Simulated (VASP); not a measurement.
AlB2N3, 6 atoms in the cell. The structure is hexagonal, space group P-6m2 (No. 187). Conventional cell: a = 3.320 Å, b = 3.320 Å, c = 6.205 Å, α = 90.00°, β = 90.00°, γ = 120.00°. Al (site symmetry -6m2) has 3 N at 1.92 Å and 6 B at 2.46 Å within 2.5 Å. B (site symmetry 3m) has 3 Al at 2.46 Å and 9 N at 2.46 to 2.47 Å and 2 B at 3.08 to 3.13 Å within 3.2 Å. Within 2.5 Å of N (site symmetry -6m2) lie 3 N at 1.92 Å and 6 B at 2.47 Å. N (site symmetry -6m2) has 3 Al at 1.92 Å and 6 B at 2.46 Å within 2.5 Å. Within 2.5 Å of N (site symmetry -6m2) lie 3 N at 1.92 Å and 6 B at 2.47 Å. 

| Quantity | Value |
| --- | --- |
| Program | VASP 6.6.1 |
| Task | single point |
| Functional | PBE |
| Potentials or basis | VASP PAW PBE potentials, release 64 (Al, B, N) |
| Cutoff | 520 eV |
| k mesh | 6 × 6 × 4 |
| Occupations | gaussian, width 0.1 eV |
| Spin | no spin polarisation |
| Dipole correction | no |
| Further INCAR settings | ALGO = Normal; EDIFF = 1e-06; NBANDS = 21 |

Potentials or basis: VASP PAW PBE potentials, release 64 (Al, B, N).

Launch:

```console
$ cat potpaw_PBE.64/Al/POTCAR potpaw_PBE.64/B/POTCAR potpaw_PBE.64/N/POTCAR > POTCAR
$ mpirun -np 1 vasp_std > vasp.out
```

Hardware: 1 thread of Intel(R) Xeon(R) 6975P-C (Granite Rapids) (shared host).

Question: Estimate the wall time of this run.

Answer: It took 22 s on 1 thread of Intel(R) Xeon(R) 6975P-C (Granite Rapids), with other jobs on the host, peak memory 0.18 GiB. Counts: scf iterations 14, k points 21.
